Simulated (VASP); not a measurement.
B, 12 atoms in the cell. It takes space group R-3m (No. 166, trigonal). The conventional cell has a = 4.908 Å, b = 4.908 Å, c = 12.566 Å, α = 90.00°, β = 90.00°, γ = 120.00°. B (site symmetry m) has 6 B at 1.71 to 1.79 Å within 2.3 Å. Within 2.4 Å of B (site symmetry m) lie 7 B at 1.78 to 2.02 Å. 

```yaml
Program: VASP 6.6.1
Task: relaxation of cell and atoms
Functional: PBE
Potentials_or_basis: VASP PAW PBE potentials, release 64 (B)
Cutoff: 600 eV
k_mesh: 6 × 6 × 6
Occupations: gaussian, width 0.05 eV
Spin: no spin polarisation
Dipole_correction: no
Further_INCAR_settings: ALGO = Normal; EDIFF = 1e-06; IBRION = 2; EDIFFG = -0.03; NSW = 80; ISIF = 3
```

Potentials or basis: VASP PAW PBE potentials, release 64 (B).

Run with:

```bash
$ cat potpaw_PBE.64/B/POTCAR > POTCAR
$ mpirun -np 1 vasp_std > vasp.out
```

Hardware: 1 thread of Intel(R) Xeon(R) 6975P-C (Granite Rapids) (shared host).

Q: How long does it take, and how much memory?

A: Run time: 2.8 min on 1 thread of Intel(R) Xeon(R) 6975P-C (Granite Rapids), on a shared host, peak memory 0.25 GiB. Counts: scf iterations 37, k points 32, ion steps 5.
